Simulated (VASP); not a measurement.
Here is a VASP 6.6.1 calculation.

INCAR

```
PREC = Accurate ; ENCUT = 520
EDIFF = 1E-6 ; ISMEAR = -1
SIGMA = 0.02 ; LREAL = False
LASPH = True ; NELM = 80
ALGO = Normal ; ISIF = 2
LWAVE = False ; LCHARG = False
GGA = PS ; NBANDS = 16
```

Contents of KPOINTS:

```
Automatic mesh
0
Gamma
  13 13 13
```

POSCAR

```
GaN
1.0
    0.0000000000      2.0122290058      2.0122290058
    2.0122290058      0.0000000000      2.0122290058
    2.0122290058      2.0122290058      0.0000000000
Ga N
1 1
Direct
    0.5000000000      0.5000000000      0.5000000000
    0.0000000000      0.0000000000      0.0000000000
```

Potentials or basis: VASP PAW PBE potentials, release 64 (Ga_d, N).

The run is started by

```sh
$ cat potpaw_PBE.64/Ga_d/POTCAR potpaw_PBE.64/N/POTCAR > POTCAR
$ mpirun -np 1 vasp_std > vasp.out
```

**Question.** What does it give for the band gap on the k mesh?

**Answer.** 1.61 eV, indirect (least direct gap 4.77 eV).

**Question.** Estimate the pressure.

**Answer.** 46.1 GPa.

Caveat: the PAW data sets were made with another functional, which shifts forces and pressure a little. A k mesh can miss the band edges.
